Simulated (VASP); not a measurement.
Here is a VASP 6.6.1 calculation.

Contents of INCAR:

```
PREC = Accurate ; ENCUT = 520
EDIFF = 1E-6 ; ISMEAR = 0
SIGMA = 0.1 ; LREAL = F
LASPH = T ; NELM = 80
ALGO = Fast ; ISIF = 2
LWAVE = F ; LCHARG = F
GGA = PS ; NBANDS = 16
```

KPOINTS

```
regular mesh
0
Gamma
  18 18 18
```

The input POSCAR:

```
Ir
1.0
   -2.4010399853      2.4010399853      1.3594974147
    2.4010399853     -2.4010399853      1.3594974147
    2.4010399853      2.4010399853     -1.3594974147
Ir
2
Direct
    0.0000000000      0.0000000000      0.0000000000
    0.7500000000      0.2500000000      0.5000000000
```

Potentials or basis: VASP PAW PBE potentials, release 64 (Ir).

Launch:

```bash
$ cat potpaw_PBE.64/Ir/POTCAR > POTCAR
$ mpirun -np 1 vasp_std > vasp.out
```

Question: Predict the pressure.

Answer: 0.6 GPa.

Question: Predict the band gap on the k mesh.

Answer: Zero (bands 9 and 10 overlap by 2.85 eV).

Stress tensor (GPa, compression positive):
```
0.69 0.00 0.00
0.00 0.69 0.00
0.00 0.00 0.49
```

Caveat: the PAW data sets were made with another functional, which shifts forces and pressure a little; spin-orbit coupling is left out, which moves the levels of the heavy elements.
